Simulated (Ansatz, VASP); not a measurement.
**Ge: VASP beside Ansatz**

File INCAR:

```
PREC     = Accurate       # precision mode
ENCUT    = 520            # plane-wave cutoff, eV
EDIFF    = 1E-6           # SCF threshold, eV
ISMEAR   = -1             # smearing method
SIGMA    = 0.1            # smearing width, eV
LREAL    = F              # projectors in reciprocal space
LASPH    = T              # aspherical terms in the spheres
NELM     = 60             # most SCF steps
ALGO     = Normal         # electronic algorithm
ISIF     = 2              # what is computed and relaxed
LWAVE    = F              # write WAVECAR
LCHARG   = F              # write CHGCAR
GGA      = B5             # functional
ALDAX    = 1.0          
AGGAX    = 1.0          
AGGAC    = 1.0          
ALDAC    = 0.0          
NBANDS   = 36             # bands
```

Contents of KPOINTS:

```
Automatic mesh
0
Gamma
  13 13 4
```

File POSCAR:

```
Ge
1.0
    3.0805322260      0.0000000000      0.0000000000
   -1.5402661130      2.6678191649      0.0000000000
    0.0000000000      0.0000000000     10.1808044885
Ge
4
Direct
    1.0000000000      1.0000000000      0.0000000000
    1.0000000000      1.0000000000      0.5000000000
    0.3333333333      0.6666666667      0.2500000000
    0.6666666667      0.3333333333      0.7500000000
```

Input for Ansatz:

```yaml
crystal:
  lattice:
    - [3.080532226, 0.0, 0.0]
    - [-1.540266113, 2.6678191649, 0.0]
    - [0.0, 0.0, 10.1808044885]
  atoms:
    - { symbol: Ge, position: [1.0, 1.0, 0.0] }
    - { symbol: Ge, position: [1.0, 1.0, 0.5] }
    - { symbol: Ge, position: [0.3333333333, 0.6666666667, 0.25] }
    - { symbol: Ge, position: [0.6666666667, 0.3333333333, 0.75] }
hamiltonian:
  xc: blyp
  pseudopotentials:
    kind: paw
    azcp:
      Ge: "pseudopotentials/Ge.paw.azcp"
basis:
  ecutwfc: 420
  fft_grid_basis: typed
kpoints:
  mp_grid: { grid: [13, 13, 4], shift: [0, 0, 0] }
magnetization:
  spin_polarized: false
scf:
  occupations: { method: fermi_dirac, width: 0.1 }
  lower_state_search: "off"
output:
  stress: true
  write_density: true
  write_potential: true
  elf: true
  volumetric_format: npy
```

Alike in both runs: task single point; functional BLYP; k mesh 13 × 13 × 4; occupations fermi-dirac, width 0.1 eV; no spin polarisation.

|  | VASP | Ansatz |
| --- | --- | --- |
| version | VASP 6.6.1 | Ansatz 0.2.0 |
| potentials or method | VASP PAW PBE potentials, release 64 (Ge_d), cutoff 520 eV | plane waves (420 eV) with PAW, scalar-relativistic |
| valence electrons in the cell | 56 | 56 |

Ansatz gave:

* pressure (GPa): 1.9
* traceless stress, the component that is largest in VASP (GPa): 0.52

**Question.** What did VASP give for the same quantities?

**Answer.** Pressure (GPa): 1.9; traceless stress, the component that is largest in VASP (GPa): 0.53.

VASP's potentials were made for PBE, not for BLYP.
